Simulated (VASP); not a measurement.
# SnO in VASP: further runs

SnO is run at these levels: r2SCAN, PBE; tasks: single point.

Everything below comes from runs of VASP 6.6.1. Logs are shortened: lines on timing, memory, paths and dates and some standing lists are left out, and cuts for length are marked.

### 1 The cell of the first run

It takes space group I4/mmm (No. 139, tetragonal). Conventional cell: a = 3.414 Å, b = 3.414 Å, c = 5.074 Å, α = 90.00°, β = 90.00°, γ = 90.00°. Sn (site symmetry 4/mmm) has 6 O at 2.41 to 2.54 Å within 3.2 Å. O (site symmetry 4/mmm) has 6 Sn at 2.41 to 2.54 Å within 3.2 Å.

### 2 Single point, r2SCAN (biaxial xy strain -4.8%)

Contents of POSCAR:

```
SnO
1.0
    0.0000000000      2.4139300532      2.5369732561
    2.4139300532      0.0000000000      2.5369732561
    2.4139300532      2.4139300532      0.0000000000
Sn O
1 1
Direct
    0.0000000000      0.0000000000      0.0000000000
    0.5000000000      0.5000000000      0.5000000000
```

Contents of INCAR.step1:

```
SYSTEM = SnO
  PREC = Accurate
  ENCUT = 520
  ISMEAR = -1
  SIGMA = 0.02
  LREAL = .FALSE.
  LASPH = .TRUE.
  NELM = 60
  NBANDS = 17
  GGA = PE
  ALGO = Normal
  EDIFF = 1E-4
  LWAVE = .TRUE.
  LCHARG = .FALSE.
```

Contents of INCAR.step2:

```
SYSTEM = SnO
  PREC = Accurate
  ENCUT = 520
  EDIFF = 1E-7
  ISMEAR = -1
  SIGMA = 0.02
  LREAL = .FALSE.
  LASPH = .TRUE.
  NELM = 60
  ALGO = Normal
  ISIF = 2
  LWAVE = .FALSE.
  LCHARG = .TRUE.
  METAGGA = R2SCAN
  LMIXTAU = .TRUE.
  LELF = .TRUE.
  LVHAR = .TRUE.
  NBANDS = 17
  ISTART = 1
```

Contents of KPOINTS:

```
Automatic mesh
0
G
  8 8 8
  0 0 0
```

Potentials or basis: VASP PAW PBE potentials, release 64 (Sn_d, O).

Started as:

```console
> cat potpaw_PBE.64/Sn_d/POTCAR potpaw_PBE.64/O/POTCAR > POTCAR
> cp INCAR.step1 INCAR
> mpirun -np 1 vasp_std > vasp.out
> cp INCAR.step2 INCAR
> mpirun -np 1 vasp_std > vasp.out
```

OUTCAR:

```text
SYSTEM = SnO
   PREC = Accurate
   ENCUT = 520
   EDIFF = 1E-7
   ISMEAR = -1
   LREAL = .FALSE.
   LASPH = .TRUE.
   NELM = 60
   ISIF = 2
   METAGGA = R2SCAN
   ISTART = 1

 ion  position               nearest neighbor table
   1  0.000  0.000  0.000-   2 2.41   2 2.41   2 2.41   2 2.41   2 2.54   2 2.54
   2  0.500  0.500  0.500-   1 2.41   1 2.41   1 2.41   1 2.41   1 2.54   1 2.54

  LATTYP: Found a body centered tetragonal cell.
 ALAT       =     3.4138126199
 C/A-ratio  =     1.4862990671

  Lattice vectors:

 A1 = (  -2.4139300532,   0.0000000000,   2.5369732561)
 A2 = (   2.4139300532,   0.0000000000,   2.5369732561)
 A3 = (   0.0000000000,   2.4139300532,  -2.5369732561)

Analysis of symmetry for initial positions (statically):
=====================================================================
 Subroutine PRICEL returns:
 Original cell was already a primitive cell.

 Routine SETGRP: Setting up the symmetry group for a
 body centered tetragonal supercell.

 Subroutine GETGRP returns: Found 16 space group operations
 (whereof 16 operations were pure point group operations)
 out of a pool of 16 trial point group operations.

The static configuration has the point symmetry D_4h.

Analysis of symmetry for dynamics (positions and initial velocities):
=====================================================================
 Subroutine PRICEL returns:
 Original cell was already a primitive cell.

 Routine SETGRP: Setting up the symmetry group for a
 body centered tetragonal supercell.

 Subroutine GETGRP returns: Found 16 space group operations
 (whereof 16 operations were pure point group operations)
 out of a pool of 16 trial point group operations.

The dynamic configuration has the point symmetry D_4h.

 Subroutine INISYM returns: Found 16 space group operations
 (whereof 16 operations are pure point group operations),
 and found     1 'primitive' translations

----------------------------------------------------------------------------------------

                                     Primitive cell

  volume of cell :      29.5662

  direct lattice vectors                    reciprocal lattice vectors
     0.000000000  2.413930053  2.536973256    -0.207131105  0.207131105  0.197085247
     2.413930053  0.000000000  2.536973256     0.207131105 -0.207131105  0.197085247
     2.413930053  2.413930053  0.000000000     0.207131105  0.207131105 -0.197085247

  length of vectors
     3.501898286  3.501898286  3.413812620     0.353056913  0.353056913  0.353056913

[... 74 lines left out ...]
   ISPIN  =      1    spin polarized calculation?
   LNONCOLLINEAR =      F non collinear calculations
   LSORBIT =      F    spin-orbit coupling
   LASPH  =      T    aspherical Exc in radial PAW
   ENCUT  =  520.0 eV  38.22 Ry    6.18 a.u.   6.51  6.51  6.35*2*pi/ulx,y,z
   NELM   =     60;   NELMIN=  2; NELMDL=  0     # of ELM steps
   EDIFF  = 0.1E-06   stopping-criterion for ELM
   LREAL  =      F    real-space projection
   EDIFFG = 0.1E-05   stopping-criterion for IOM
   NSW    =      0    number of steps for IOM
   IBRION =     -1    ionic relax: 0-MD 1-quasi-New 2-CG
   NFREE  =      0    steps in history (QN), initial steepest desc. (CG)
   ISIF   =      2    stress and relaxation
   ISYM   =      2    0-nonsym 1-usesym 2-fastsym
   POTIM  = 0.5000    time-step for ionic-motion
   TEBEG  =    0.0;   TEEND  =   0.0 temperature during run
   PSTRESS=    0.0 pullay stress
   NELECT =      20.0000    total number of electrons
   NUPDOWN=      -1.0000    fix difference up-down
   EMIN   =  10.00;   EMAX   =-10.00  energy-range for DOS
   EFERMI =   0.00;   METHOD = LEGACY
   ISMEAR =    -1;   SIGMA  =   0.02  broadening in eV -4-tet -1-fermi 0-gaus
   EFERMI_NEDOS =   21; number of points for ismear=-14 and -15
   IALGO  =     38    algorithm
   IMIX   =      4    mixing-type and parameters
     AMIX     =   0.40;   BMIX     =  1.00
     AMIX_MAG =   1.60;   BMIX_MAG =  1.00
  volume/ion in A,a.u.               =      14.78        99.76
  Fermi-wavevector in a.u.,A,eV,Ry     =   1.437098  2.715722 28.099445  2.065251
  Thomas-Fermi vector in A             =   2.556213
   LORBIT       =      0    0 simple, 1 ext, 2 COOP (PROOUT), +10 PAW based schemes
   METAGGA = R2SCAN    functional components
   LHFCALC =     F    Hartree Fock is set to
   AEXX    =    0.0000 exact exchange contribution
   IVDW    =     0    specifies the selected vdW correction
   LEPSILON=     F    determine dielectric tensor
   LRPA    =     F    only Hartree local field effects (RPA)
 non-spin polarized calculation
  energy-cutoff  :      520.00
  volume of cell :       29.57
 maximum number of plane-waves:       809
 NGX is ok and might be reduce to    28
   NGX = 13   NGY = 13   NGZ = 13

 number of electron      20.0000002 magnetization

 Free energy of the ion-electron system (eV)
  ---------------------------------------------------
  ext. energy  EPLUGINS =         0.00000000
  ---------------------------------------------------
  free energy    TOTEN  =       -32.11220005 eV

  energy without entropy =      -32.11220005  energy(sigma->0) =      -32.11220005

 E-fermi :   9.6770     XC(G=0): -12.0837

 val. band max:        9.2340921138   @ k =  -0.2500   0.2500   0.0000
 cond. band min:      10.1145539039   @ k =   0.5000  -0.0000   0.1250
 fundamental gap:      0.8804617901
 Fermi energy:         9.6769999617

 k-point     1 :       0.0000    0.0000    0.0000
  band No.  band energies     occupation
      1     -13.1494      2.00000
      2     -13.1350      2.00000
      3     -13.1350      2.00000
      4     -13.1013      2.00000
      5     -13.0359      2.00000
      6     -11.5535      2.00000
[... 457 lines left out ...]
      4     -13.0744      2.00000
      5     -13.0186      2.00000
      6     -10.8504      2.00000
[... 9 lines left out ...]
     16      24.6234      0.00000
     17      26.5664      0.00000

 [... further k-points ...]
[... 5 lines left out ...]
  --------------------------------------------------------------------------------------
  -------------------------------------------------------------------------------------
  Total        2.9262802      2.9262802      1.6673455      0.0000000      0.0000000      0.0000000
  in kB      158.5737298    158.5737298     90.3526568      0.0000000      0.0000000      0.0000000
  external PRESSURE =     135.8333722 kB  Pullay stress =       0.0000000 kB

 VOLUME and BASIS-vectors are now :
 -----------------------------------------------------------------------------
  energy-cutoff  :      520.00
  volume of cell :       29.57
      direct lattice vectors                 reciprocal lattice vectors
     0.000000000  2.413930053  2.536973256    -0.207131105  0.207131105  0.197085247
     2.413930053  0.000000000  2.536973256     0.207131105 -0.207131105  0.197085247
     2.413930053  2.413930053  0.000000000     0.207131105  0.207131105 -0.197085247

 POSITION                                       TOTAL-FORCE (eV/Angst)
 -----------------------------------------------------------------------------------
      0.00000      0.00000      0.00000        -0.000000      0.000000      0.000000
      2.41393      2.41393      2.53697         0.000000     -0.000000      0.000000
 -----------------------------------------------------------------------------------
    total drift:                                0.000000      0.000000      0.000000

  FREE ENERGIE OF THE ION-ELECTRON SYSTEM (eV)
  ---------------------------------------------------
  free  energy   TOTEN  =       -32.1122000531 eV

  energy  without entropy=      -32.1122000531  energy(sigma->0) =      -32.11220005
```

Run time: 3.1 min. Hardware: 1 thread of AMD EPYC 7R43 (Zen 3), shared host; peak memory 0.14 GiB.

Results:

| Property | Result |
| --- | --- |
| Free energy | -32.1122 eV |
| Pressure | 13.6 GPa |
| Band gap on the k mesh | 0.88 eV, indirect (least direct gap 1.10 eV) |

Stress tensor (GPa, compression positive):
```
15.86  0.00  0.00
 0.00 15.86  0.00
 0.00  0.00  9.04
```

Caveat: the cell differs from its parent crystal (biaxial xy strain -4.8%); the PAW data sets were made with another functional, which shifts forces and pressure a little; spin-orbit coupling is left out, which moves the levels of the heavy elements.

(Part 1 of 3 ends here.)
